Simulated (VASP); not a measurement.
# TiO (P-6m2) in VASP: further runs

Runs on TiO. Level: r2SCAN. Tasks: single point.

All numbers are computed with VASP 6.6.1; they aren't measurements. Logs are shortened: lines on timing, memory, paths and dates and some standing lists are left out, and cuts for length are marked.

## (1) The cell of the first run

It takes space group P-6m2 (No. 187, hexagonal). Conventional cell: a = 3.031 Å, b = 3.031 Å, c = 3.238 Å, α = 90.00°, β = 90.00°, γ = 120.00°. Within 3.1 Å of Ti (site symmetry -6m2) lie 6 O at 2.38 Å and 6 Ti at 3.03 Å. Within 3.1 Å of O (site symmetry -6m2) lie 6 Ti at 2.38 Å and 6 O at 3.03 Å.

## (2) Single point, r2SCAN

Input file POSCAR:

```
TiO
1.0
    3.0309987015      0.0000000000      0.0000000000
   -1.5154993507      2.6249218743      0.0000000000
    0.0000000000      0.0000000000      3.2377000000
Ti O
1 1
Direct
    0.6666666667      0.3333333333      0.0000000000
    0.0000000000      0.0000000000      0.5000000000
```

Input file INCAR.step1:

```
PREC = Accurate ; ENCUT = 520
ISMEAR = 0 ; SIGMA = 0.01
LREAL = False ; LASPH = True
NELM = 100 ; NBANDS = 16
GGA = PE ; ALGO = Normal
EDIFF = 1E-4 ; LWAVE = True
LCHARG = False
```

Input file INCAR.step2:

```
PREC = Accurate ; ENCUT = 520
EDIFF = 1E-6 ; ISMEAR = 0
SIGMA = 0.01 ; LREAL = False
LASPH = True ; NELM = 100
ALGO = Normal ; ISIF = 2
LWAVE = False ; LCHARG = False
METAGGA = R2SCAN ; LMIXTAU = True
NBANDS = 16 ; ISTART = 1
```

Input file KPOINTS:

```
regular mesh
0
Gamma
  6 6 4
```

Potentials or basis: VASP PAW PBE potentials, release 64 (Ti_sv, O).

On the command line:

```
cat potpaw_PBE.64/Ti_sv/POTCAR potpaw_PBE.64/O/POTCAR > POTCAR
cp INCAR.step1 INCAR
mpirun -np 1 vasp_std > vasp.out
cp INCAR.step2 INCAR
mpirun -np 1 vasp_std > vasp.out
```

OUTCAR:

```text
PREC = Accurate
   ENCUT = 520
   EDIFF = 1E-6
   ISMEAR = 0
   LREAL = False
   LASPH = True
   NELM = 100
   ISIF = 2
   METAGGA = R2SCAN
   ISTART = 1

 ion  position               nearest neighbor table
   1  0.667  0.333  0.000-   2 2.38   2 2.38   2 2.38   2 2.38   2 2.38   2 2.38
   2  0.000  0.000  0.500-   1 2.38   1 2.38   1 2.38   1 2.38   1 2.38   1 2.38

  LATTYP: Found a hexagonal cell.
 ALAT       =     3.0309987015
 C/A-ratio  =     1.0681957727

  Lattice vectors:

 A1 = (   3.0309987015,   0.0000000000,   0.0000000000)
 A2 = (  -1.5154993507,   2.6249218743,   0.0000000000)
 A3 = (   0.0000000000,   0.0000000000,   3.2377000000)

Analysis of symmetry for initial positions (statically):
=====================================================================
 Subroutine PRICEL returns:
 Original cell was already a primitive cell.

 Routine SETGRP: Setting up the symmetry group for a
 hexagonal supercell.

 Subroutine GETGRP returns: Found 12 space group operations
 (whereof 12 operations were pure point group operations)
 out of a pool of 24 trial point group operations.

The static configuration has the point symmetry D_3h.

Analysis of symmetry for dynamics (positions and initial velocities):
=====================================================================
 Subroutine PRICEL returns:
 Original cell was already a primitive cell.

 Routine SETGRP: Setting up the symmetry group for a
 hexagonal supercell.

 Subroutine GETGRP returns: Found 12 space group operations
 (whereof 12 operations were pure point group operations)
 out of a pool of 24 trial point group operations.

The dynamic configuration has the point symmetry D_3h.

 Subroutine INISYM returns: Found 12 space group operations
 (whereof 12 operations are pure point group operations),
 and found     1 'primitive' translations

----------------------------------------------------------------------------------------

                                     Primitive cell

  volume of cell :      25.7596

  direct lattice vectors                    reciprocal lattice vectors
     3.030998702  0.000000000  0.000000000     0.329924259  0.190481860  0.000000000
    -1.515499351  2.624921874  0.000000000     0.000000000  0.380963719  0.000000000
     0.000000000  0.000000000  3.237700000     0.000000000  0.000000000  0.308861229

  length of vectors
     3.030998702  3.030998701  3.237700000     0.380963719  0.380963719  0.308861229

  position of ions in fractional coordinates (direct lattice)
     0.666666667  0.333333333  0.000000000
     0.000000000  0.000000000  0.500000000

  ion indices of the primitive-cell ions
   primitive index   ion index
                 1           1
                 2           2

----------------------------------------------------------------------------------------

 KPOINTS: regular mesh

Automatic generation of k-mesh.
 Grid dimensions read from file:
 generate k-points for:    6    6    4

 Generating k-lattice:

  Cartesian coordinates                     Fractional coordinates (reciprocal lattice)
     0.054987376  0.031746977  0.000000000     0.166666667  0.000000000  0.000000000
     0.000000000  0.063493953  0.000000000     0.000000000  0.166666667  0.000000000
     0.000000000  0.000000000  0.077215307     0.000000000  0.000000000  0.250000000

  Length of vectors
     0.063493953  0.063493953  0.077215307

  Shift w.r.t. Gamma in fractional coordinates (k-lattice)
     0.000000000  0.000000000  0.000000000

 Subroutine IBZKPT returns following result:
 ===========================================

 Found     21 irreducible k-points:

 Following reciprocal coordinates:
            Coordinates               Weight
  0.000000  0.000000  0.000000      1.000000
  0.166667  0.000000  0.000000      6.000000
  0.333333  0.000000  0.000000      6.000000
  0.500000  0.000000  0.000000      3.000000
  0.166667  0.166667  0.000000      6.000000
  0.333333  0.166667  0.000000     12.000000
[... 13 lines left out ...]
  0.333333  0.166667  0.500000     12.000000
  0.333333  0.333333  0.500000      2.000000
   k-points           NKPTS =     21   k-points in BZ     NKDIM =     21   number of bands    NBANDS=     16
   number of dos      NEDOS =    301   number of ions     NIONS =      2
   total plane-waves  NPLWV =  13824
   dimension x,y,z NGX =    24 NGY =   24 NGZ =   24
   dimension x,y,z NGXF=    48 NGYF=   48 NGZF=   48
   ions per type =               1   1
   NGX,Y,Z   is equivalent  to a cutoff of  13.16, 13.16, 12.32 a.u.
   NGXF,Y,Z  is equivalent  to a cutoff of  26.33, 26.33, 24.65 a.u.
 SYSTEM =  unknown system
   PREC   = accura    normal or accurate (medium, high low for compatibility)
   ISTART =      1    job   : 0-new  1-cont  2-samecut
   ICHARG =      0    charge: 1-file 2-atom 10-const
   ISPIN  =      1    spin polarized calculation?
   LNONCOLLINEAR =      F non collinear calculations
   LSORBIT =      F    spin-orbit coupling
   LASPH  =      T    aspherical Exc in radial PAW
   ENCUT  =  520.0 eV  38.22 Ry    6.18 a.u.   5.64  5.64  6.02*2*pi/ulx,y,z
   NELM   =    100;   NELMIN=  2; NELMDL=  0     # of ELM steps
   EDIFF  = 0.1E-05   stopping-criterion for ELM
   LREAL  =      F    real-space projection
   EDIFFG = 0.1E-04   stopping-criterion for IOM
   NSW    =      0    number of steps for IOM
   IBRION =     -1    ionic relax: 0-MD 1-quasi-New 2-CG
   NFREE  =      0    steps in history (QN), initial steepest desc. (CG)
   ISIF   =      2    stress and relaxation
   ISYM   =      2    0-nonsym 1-usesym 2-fastsym
   POTIM  = 0.5000    time-step for ionic-motion
   TEBEG  =    0.0;   TEEND  =   0.0 temperature during run
   PSTRESS=    0.0 pullay stress
   NELECT =      18.0000    total number of electrons
   NUPDOWN=      -1.0000    fix difference up-down
   EMIN   =  10.00;   EMAX   =-10.00  energy-range for DOS
   EFERMI =   0.00;   METHOD = LEGACY
   ISMEAR =     0;   SIGMA  =   0.01  broadening in eV -4-tet -1-fermi 0-gaus
   EFERMI_NEDOS =   21; number of points for ismear=-14 and -15
   IALGO  =     38    algorithm
   IMIX   =      4    mixing-type and parameters
     AMIX     =   0.40;   BMIX     =  1.00
     AMIX_MAG =   1.60;   BMIX_MAG =  1.00
  volume/ion in A,a.u.               =      12.88        86.92
  Fermi-wavevector in a.u.,A,eV,Ry     =   1.452734  2.745269 28.714224  2.110436
  Thomas-Fermi vector in A             =   2.570082
   LORBIT       =      0    0 simple, 1 ext, 2 COOP (PROOUT), +10 PAW based schemes
   METAGGA = R2SCAN    functional components
   LHFCALC =     F    Hartree Fock is set to
   AEXX    =    0.0000 exact exchange contribution
   IVDW    =     0    specifies the selected vdW correction
   LEPSILON=     F    determine dielectric tensor
   LRPA    =     F    only Hartree local field effects (RPA)
 non-spin polarized calculation
 Gauss-broadening in eV      SIGMA  =   0.01
  energy-cutoff  :      520.00
  volume of cell :       25.76
 maximum number of plane-waves:       721
 NGX is ok and might be reduce to    24
   NGX = 11   NGY = 11   NGZ = 13

 number of electron      18.0000004 magnetization

 Free energy of the ion-electron system (eV)
  ---------------------------------------------------
  ext. energy  EPLUGINS =         0.00000000
  ---------------------------------------------------
  free energy    TOTEN  =       -23.29205723 eV

  energy without entropy =      -23.29205723  energy(sigma->0) =      -23.29205723

 E-fermi :   7.5902     XC(G=0): -11.9794

 val. band max:        7.5140533289   @ k =   0.0000   0.0000   0.5000
 cond. band min:       7.6808809654   @ k =   0.0000   0.0000   0.5000
 fundamental gap:      0.1668276366
 Fermi energy:         7.5901778369

 k-point     1 :       0.0000    0.0000    0.0000
  band No.  band energies     occupation
      1     -52.8764      2.00000
      2     -28.0951      2.00000
      3     -27.8187      2.00000
      4     -27.8186      2.00000
      5     -13.2860      2.00000
      6       2.8672      2.00000
[... 8 lines left out ...]
     15      20.6354      0.00000
     16      22.6606      0.00000

 k-point     2 :       0.1667    0.0000    0.0000
  band No.  band energies     occupation
      1     -52.8639      2.00000
      2     -28.0830      2.00000
      3     -27.9112      2.00000
      4     -27.8392      2.00000
      5     -13.1106      2.00000
      6       2.5162      2.00000
[... 8 lines left out ...]
     15      20.5786      0.00000
     16      22.1534      0.00000

 k-point     3 :       0.3333    0.0000    0.0000
  band No.  band energies     occupation
      1     -52.8389      2.00000
      2     -28.0927      2.00000
      3     -28.0588      2.00000
      4     -27.8800      2.00000
      5     -12.7480      2.00000
      6       1.1323      2.00000
[... 8 lines left out ...]
     15      18.6101      0.00000
     16      21.4188      0.00000

 k-point     4 :       0.5000    0.0000    0.0000
  band No.  band energies     occupation
      1     -52.8264      2.00000
      2     -28.1817      2.00000
      3     -28.0467      2.00000
      4     -27.9003      2.00000
      5     -12.5596      2.00000
      6       0.5700      2.00000
[... 8 lines left out ...]
     15      16.6927      0.00000
     16      21.4762      0.00000
[... 267 lines left out ...]
 k-point    19 :       0.1667    0.1667    0.5000
  band No.  band energies     occupation
      1     -52.8346      2.00000
      2     -28.1992      2.00000
      3     -28.0067      2.00000
      4     -27.8745      2.00000
      5     -12.6407      2.00000
      6       0.8696      2.00000
[... 8 lines left out ...]
     15      16.7774      0.00000
     16      21.2479      0.00000

 k-point    20 :       0.3333    0.1667    0.5000
  band No.  band energies     occupation
      1     -52.8162      2.00000
      2     -28.1676      2.00000
      3     -28.1055      2.00000
      4     -27.9323      2.00000
      5     -12.5316      2.00000
      6       1.2933      2.00000
[... 8 lines left out ...]
     15      18.3687      0.00000
     16      18.5231      0.00000

 k-point    21 :       0.3333    0.3333    0.5000
  band No.  band energies     occupation
      1     -52.8101      2.00000
      2     -28.1570      2.00000
      3     -28.0465      2.00000
      4     -28.0443      2.00000
      5     -12.4914      2.00000
      6       1.2372      2.00000
[... 8 lines left out ...]
     15      17.0709      0.00000
     16      19.2029      0.00000

------------------------ aborting loop because EDIFF is reached ----------------------------------------

  FORCE on cell =-STRESS in cart. coord.  units (eV):
  Direction    XX          YY          ZZ          XY          YZ          ZX
  --------------------------------------------------------------------------------------
  -------------------------------------------------------------------------------------
  Total       -5.1965244     -5.1965244     -8.4908747     -0.0000000     -0.0000000      0.0000000
  in kB     -323.2100218   -323.2100218   -528.1098612     -0.0000000     -0.0000000      0.0000000
  external PRESSURE =    -391.5099683 kB  Pullay stress =       0.0000000 kB

 VOLUME and BASIS-vectors are now :
 -----------------------------------------------------------------------------
  energy-cutoff  :      520.00
  volume of cell :       25.76
      direct lattice vectors                 reciprocal lattice vectors
     3.030998702  0.000000000  0.000000000     0.329924259  0.190481860  0.000000000
    -1.515499351  2.624921874  0.000000000     0.000000000  0.380963719  0.000000000
     0.000000000  0.000000000  3.237700000     0.000000000  0.000000000  0.308861229

 POSITION                                       TOTAL-FORCE (eV/Angst)
 -----------------------------------------------------------------------------------
      1.51550      0.87497      0.00000         0.000000     -0.000000      0.000000
      0.00000      0.00000      1.61885        -0.000000      0.000000      0.000000
 -----------------------------------------------------------------------------------
    total drift:                               -0.000001      0.000000      0.000000

  FREE ENERGIE OF THE ION-ELECTRON SYSTEM (eV)
  ---------------------------------------------------
  free  energy   TOTEN  =       -23.2920572256 eV

  energy  without entropy=      -23.2920572256  energy(sigma->0) =      -23.29205723
```

Run time: 64 s. Hardware: 1 thread of Intel Xeon 8259CL, shared host; peak memory 0.14 GiB.

Results:

```yaml
Free_energy: -23.2921 eV
Pressure: -39.2 GPa
Band_gap_on_the_k_mesh: 0.17 eV
```

Caveat: the k points lie up to 0.49 Å⁻¹ apart; the PAW data sets were made with another functional, which shifts forces and pressure a little. A k mesh can miss the band edges.

## (3) Single point, r2SCAN

POSCAR is that of step 2.

Input file INCAR.step1:

```
ALGO     = Normal         # electronic algorithm
EDIFF    = 1E-4           # SCF threshold, eV
ENCUT    = 520            # plane-wave cutoff, eV
GGA      = PE             # functional
ISMEAR   = 0              # smearing method
LASPH    = True           # aspherical terms in the spheres
LCHARG   = False          # write CHGCAR
LREAL    = False          # projectors in reciprocal space
LWAVE    = True           # write WAVECAR
NBANDS   = 16             # bands
NELM     = 60             # most SCF steps
PREC     = Accurate       # precision mode
SIGMA    = 0.01           # smearing width, eV
```

Input file INCAR.step2:

```
ALGO     = Normal         # electronic algorithm
EDIFF    = 1E-7           # SCF threshold, eV
ENCUT    = 520            # plane-wave cutoff, eV
ISIF     = 2              # what is computed and relaxed
ISMEAR   = 0              # smearing method
ISTART   = 1            
LASPH    = True           # aspherical terms in the spheres
LCHARG   = False          # write CHGCAR
LMIXTAU  = True         
LREAL    = False          # projectors in reciprocal space
LWAVE    = False          # write WAVECAR
METAGGA  = R2SCAN         # meta-GGA
NBANDS   = 16             # bands
NELM     = 60             # most SCF steps
PREC     = Accurate       # precision mode
SIGMA    = 0.01           # smearing width, eV
```

Input file KPOINTS:

```
k-points
0
Gamma
  6 6 6
```

Potentials or basis: VASP PAW PBE potentials, release 64 (Ti_sv, O).

On the command line:

```
cat potpaw_PBE.64/Ti_sv/POTCAR potpaw_PBE.64/O/POTCAR > POTCAR
cp INCAR.step1 INCAR
mpirun -np 1 vasp_std > vasp.out
cp INCAR.step2 INCAR
mpirun -np 1 vasp_std > vasp.out
```

OUTCAR:

```text
EDIFF = 1E-7
   ENCUT = 520
   ISIF = 2
   ISMEAR = 0
   ISTART = 1
   LASPH = True
   LREAL = False
   METAGGA = R2SCAN
   NELM = 60
   PREC = Accurate

 ion  position               nearest neighbor table
   1  0.667  0.333  0.000-   2 2.38   2 2.38   2 2.38   2 2.38   2 2.38   2 2.38
   2  0.000  0.000  0.500-   1 2.38   1 2.38   1 2.38   1 2.38   1 2.38   1 2.38

  LATTYP: Found a hexagonal cell.
 ALAT       =     3.0309987015
 C/A-ratio  =     1.0681957727

  Lattice vectors:
[... 193 lines left out ...]
      5     -13.2872      2.00000
      6       2.8660      2.00000
[... 433 lines left out ...]
      3     -28.0649      2.00000
      4     -27.8672      2.00000
      5     -12.6075      2.00000
      6       1.0160      2.00000
[... 8 lines left out ...]
     15      17.2932      0.00000
     16      20.3754      0.00000

 [... further k-points ...]
[... 5 lines left out ...]
  --------------------------------------------------------------------------------------
  -------------------------------------------------------------------------------------
  Total       -5.1938353     -5.1938353     -8.5137887     -0.0000000     -0.0000000      0.0000000
  in kB     -323.0427644   -323.0427644   -529.5350491     -0.0000000     -0.0000000      0.0000000
  external PRESSURE =    -391.8735260 kB  Pullay stress =       0.0000000 kB

 VOLUME and BASIS-vectors are now :
 -----------------------------------------------------------------------------
  energy-cutoff  :      520.00
  volume of cell :       25.76
      direct lattice vectors                 reciprocal lattice vectors
     3.030998702  0.000000000  0.000000000     0.329924259  0.190481860  0.000000000
    -1.515499351  2.624921874  0.000000000     0.000000000  0.380963719  0.000000000
     0.000000000  0.000000000  3.237700000     0.000000000  0.000000000  0.308861229

 POSITION                                       TOTAL-FORCE (eV/Angst)
 -----------------------------------------------------------------------------------
      1.51550      0.87497      0.00000         0.000000     -0.000000      0.000000
      0.00000      0.00000      1.61885        -0.000000      0.000000      0.000000
 -----------------------------------------------------------------------------------
    total drift:                               -0.000001      0.000000      0.000000

  FREE ENERGIE OF THE ION-ELECTRON SYSTEM (eV)
  ---------------------------------------------------
  free  energy   TOTEN  =       -23.2940569373 eV

  energy  without entropy=      -23.2940569373  energy(sigma->0) =      -23.29405694
```

OUTCAR.step1:

```text
EDIFF = 1E-4
   ENCUT = 520
   GGA = PE
   ISMEAR = 0
   LASPH = True
[... 678 lines left out ...]
 -----------------------------------------------------------------------------------
      1.51550      0.87497      0.00000        -0.000000      0.000000      0.000000
      0.00000      0.00000      1.61885         0.000000     -0.000000      0.000000
 -----------------------------------------------------------------------------------
    total drift:                               -0.000001      0.000000      0.000000

  FREE ENERGIE OF THE ION-ELECTRON SYSTEM (eV)
  ---------------------------------------------------
  free  energy   TOTEN  =       -16.8026854728 eV

  energy  without entropy=      -16.8026847376  energy(sigma->0) =      -16.80268511
```

Wall time 77 s (1 thread of Intel Xeon 8259CL, shared host); peak memory 0.15 GiB.

Results:

```
Free energy            : -23.2941 eV
Pressure               : -39.2 GPa
Band gap on the k mesh : 0.17 eV
```

Stress tensor (GPa, compression positive):
```
-32.30   0.00   0.00
  0.00 -32.30   0.00
  0.00   0.00 -52.95
```

Caveat: the cell stands under tension; the PAW data sets were made with another functional, which shifts forces and pressure a little. A k mesh can miss the band edges.

[end of part 1 of 2]
